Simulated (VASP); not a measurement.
Crystal: InSb.

```
In Sb
1.0
     0.00000    3.23910    3.23910
     3.23910    0.00000    3.23910
     3.23910    3.23910    0.00000
In Sb
1 1
Direct
  0.00000 0.00000 0.00000
  0.75000 0.75000 0.75000
```

Base run:

```yaml
Program: VASP 6.6.1
Functional: PBEsol
Potentials_or_basis: VASP PAW PBE potentials, release 64 (In_d, Sb)
Cutoff: 520 eV
k_mesh: 6 × 6 × 6
Occupations: gaussian, width 0.05 eV
Spin: no spin polarisation
```

Its results: band gap on the k mesh zero (filled and empty bands touch); pressure 0.9 GPa.

The run is repeated on the same cell with these changes: functional from PBEsol to revPBE. What comes out?

Band gap on the k mesh zero (filled and empty bands touch); pressure 4.3 GPa.

revPBE binds less tightly than PBEsol, so the same cell stands under more pressure.

Caveats: the PAW data sets were made with another functional, which shifts forces and pressure a little; spin-orbit coupling is left out, which moves the levels of the heavy elements.
